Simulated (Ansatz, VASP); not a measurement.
**Bi: VASP beside Ansatz**

```xyz
2
Lattice="4.6071 0.0000 0.0000 -2.3035 3.9899 0.0000 0.0000 0.0000 11.4741" Properties=species:S:1:pos:R:3 pbc="T T T"
Bi    0.0000    2.6599    2.8685
Bi    2.3035    1.3300    8.6056
```

Change from the starting cell: strain +0.015 along x and y, -0.030 along z, atoms carried along.

Alike in both runs: task single point; functional r2SCAN; k mesh 12 × 12 × 4; occupations gaussian, width 0.15 eV; no spin polarisation.

|  | VASP | Ansatz |
| --- | --- | --- |
| version | VASP 6.6.1 | Ansatz 0.2.0 |
| potentials or method | VASP PAW PBE potentials, release 64 (Bi_d), cutoff 520 eV | scalar-relativistic, plane waves, PAW |
| valence electrons in the cell | 30 | 30 |

```tsv
	VASP	Ansatz	Ansatz less VASP
gap on the k mesh at the Fermi level (eV)	none	none	-
pressure (GPa)	-3.4	-3.4	+0.02
traceless stress, the component that is largest in VASP (GPa)	2.81	2.81	+0.001
```

VASP's potentials were made for PBE, not for r2SCAN. A gap of «none» marks a metal or a gap that the smearing closes.

Spin-orbit coupling is off throughout.
